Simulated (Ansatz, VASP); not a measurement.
## Two plane-wave programs on C

```
C
1.0
     0.00000    1.75317    1.75317
     1.75317    0.00000    1.75317
     1.75317    1.75317    0.00000
C
2
Direct
  0.50000 0.50000 0.50000
  0.75000 0.75000 0.75000
```

Change from the starting cell: volume scaled by 0.95, PAW files.

Alike in both runs: task electric field gradients; functional PBE; k mesh 20 × 20 × 20; occupations fermi-dirac, width 0.08 eV; no spin polarisation.

|  | VASP | Ansatz |
| --- | --- | --- |
| version | VASP 6.6.1 | Ansatz 0.2.0 |
| potentials or method | VASP PAW PBE potentials, release 64 (C) | PAW with Ansatz's default frozen-core files, scalar-relativistic |
| plane-wave cutoff (eV) | 520 | 420 |
| valence electrons in the cell | 8 | 8 |

Ansatz gave:

```
gap on the k mesh at the Fermi level (eV) : 4.26
pressure (GPa)                            : 26.5
```

Problem. Estimate VASP's values.

Solution. gap on the k mesh at the Fermi level (eV): 4.25; pressure (GPa): 27.4.

With one functional, cell and mesh, what is left measures potentials, basis and numerics.
